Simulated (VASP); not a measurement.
**BeTe: single point with PBE+D3(BJ)**

Crystal: BeTe.

```xyz
2
Lattice="0.0000 2.7719 2.7719 2.7719 0.0000 2.7719 2.7719 2.7719 0.0000" Properties=species:S:1:pos:R:3 pbc="T T T"
Be    0.0000    0.0000    0.0000
Te    4.1578    4.1578    4.1578
```

This cell differs from its parent crystal: volume scaled by 0.98.

```json
{
 "Program": "VASP 6.6.1",
 "Task": "single point",
 "Functional": "PBE",
 "Dispersion": "D3(BJ)",
 "Potentials or basis": "VASP PAW PBE potentials, release 64 (Be, Te)",
 "Cutoff": "600 eV",
 "k mesh": "8 × 8 × 8",
 "Occupations": "gaussian, width 0.05 eV",
 "Spin": "no spin polarisation"
}
```

```
Pressure                   : 1.5 GPa
Band gap on the k mesh     : 1.85 eV, indirect (least direct gap 3.57 eV)
Dispersion energy per atom : -0.356 eV
```

Levels at points of the mesh, in eV from the valence-band top:
```
           k point  band 2  band 3  band 4  band 5  band 6  band 7
(0.00, 0.00, 0.00)    0.00    0.00    0.00    3.57    3.57    3.57
(0.50, 0.00, 0.00)   -5.85   -1.22   -1.22    3.20    4.57    4.57
(0.50, 0.50, 0.00)   -5.38   -2.83   -2.83    1.85    2.60   10.01
```

Wall time 7.2 s on 1 thread of Intel(R) Xeon(R) 6975P-C (Granite Rapids), with other jobs on the host, peak memory 0.18 GiB.

Caveat: spin-orbit coupling is left out, which moves the levels of the heavy elements. A k mesh can miss the band edges.
